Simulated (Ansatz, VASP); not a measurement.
NbAg4 in VASP and in Ansatz

```
Nb Ag
1.0
    -3.10413    3.10413    3.10413
     3.10413   -3.10413    3.10413
     3.10413    3.10413   -3.10413
Nb Ag
1 4
Direct
  0.00000 0.00000 0.00000
  0.00000 0.00000 0.50000
  0.00000 0.50000 0.00000
  0.50000 0.00000 0.00000
  0.50000 0.50000 0.50000
```

Change from the starting cell: species swapped into the CrGa4 type (Im-3m, No. 229).

Alike in both runs: functional PBE; k mesh 8 × 8 × 8; occupations gaussian, width 0.1 eV; no spin polarisation.

Ansatz relaxed the structure, and its values are those at the end. VASP's run is a single point on that final structure, the one shown.

|  | VASP | Ansatz |
| --- | --- | --- |
| version | VASP 6.6.1 | Ansatz 0.2.0 |
| potentials or method | VASP PAW PBE potentials, release 64 (Nb_sv, Ag), cutoff 520 eV | scalar-relativistic, plane waves, PAW |
| valence electrons in the cell | 57 | 89 |

```csv
,VASP,Ansatz,Ansatz less VASP
gap on the k mesh at the Fermi level (eV),none,none,-
pressure (GPa),0.0,0.0,+0.02
```

A gap of «none» marks a metal or a gap that the smearing closes. VASP's potentials hold 57 valence electrons a cell and Ansatz's 89, so a difference there can come from the potentials and not from the codes.
